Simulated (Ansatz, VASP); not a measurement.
# ZnS: VASP beside Ansatz

Contents of INCAR:

```
SYSTEM = ZnS
PREC = Accurate
ENCUT = 520
EDIFF = 1E-6
ISMEAR = 0
SIGMA = 0.05
LREAL = .FALSE.
LASPH = .TRUE.
NELM = 60
ALGO = Normal
ISIF = 2
LWAVE = .FALSE.
LCHARG = .TRUE.
GGA = PE
LELF = .TRUE.
LVHAR = .TRUE.
NBANDS = 16
```

The input KPOINTS:

```
regular mesh
0
G
  12 12 12
  0 0 0
```

File POSCAR:

```
ZnS
1.0
    0.0000000000      2.4819111582      2.4819111582
    2.4819111582      0.0000000000      2.4819111582
    2.4819111582      2.4819111582      0.0000000000
S Zn
1 1
Direct
    0.0000000000      0.0000000000      0.0000000000
    0.5000000000      0.5000000000      0.5000000000
```

Input for Ansatz:

```yaml
crystal:
  lattice:
    - [0.0, 2.4819111582, 2.4819111582]
    - [2.4819111582, 0.0, 2.4819111582]
    - [2.4819111582, 2.4819111582, 0.0]
  atoms:
    - { symbol: S, position: [0.0, 0.0, 0.0] }
    - { symbol: Zn, position: [0.5, 0.5, 0.5] }
basis:
  ecutwfc: 420
  ecutrho_ratio: 4
kpoints:
  mp_grid: { grid: [12, 12, 12] }
hamiltonian:
  xc: pbe
scf:
  occupations: { method: gaussian, width: 0.05 }
output:
  forces: true
  stress: true
  eigenvalues: true
```

Alike in both runs: task single point; functional PBE; k mesh 12 × 12 × 12; occupations gaussian, width 0.05 eV; no spin polarisation.

|  | VASP | Ansatz |
| --- | --- | --- |
| version | VASP 6.6.1 | Ansatz 0.2.0 |
| potentials or method | VASP PAW PBE potentials, release 64 (S, Zn), cutoff 520 eV | scalar-relativistic, plane waves, PAW |
| valence electrons in the cell | 18 | 18 |

```csv
,VASP,Ansatz,Ansatz less VASP
gap on the k mesh at the Fermi level (eV),none,none,-
pressure (GPa),8.9,8.7,-0.22
```

A gap of «none» marks a metal or a gap that the smearing closes.
